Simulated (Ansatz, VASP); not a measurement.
## Ge in VASP and in Ansatz

```
Ge
1.0
     3.81681    0.00000    0.00000
    -1.90840    3.30545    0.00000
     0.00000    0.00000    3.29721
Ge
2
Direct
  0.66667 0.33333 0.75019
  0.33333 0.66667 0.24981
```

Alike in both runs: functional PBE; k mesh 18 × 18 × 16; occupations gaussian, width 0.1 eV; no spin polarisation.

Ansatz relaxed the structure, and its values are those at the end. VASP's run is a single point on that final structure, the one shown.

```csv
,VASP,Ansatz
version,VASP 6.6.1,Ansatz 0.2.0
potentials or method,"VASP PAW PBE potentials, release 64 (Ge_d), cutoff 520 eV","scalar-relativistic, plane waves, PAW"
valence electrons in the cell,28,28
```

Ansatz gave:

* gap on the k mesh at the Fermi level (eV): none
* pressure (GPa): 0.0

**Question.** What did VASP give for the same quantities?

**Answer.** gap on the k mesh at the Fermi level (eV): none; pressure (GPa): -0.2.

A gap of «none» marks a metal or a gap that the smearing closes. The functional is the same, so the differences come from potentials, cutoffs and numerics.
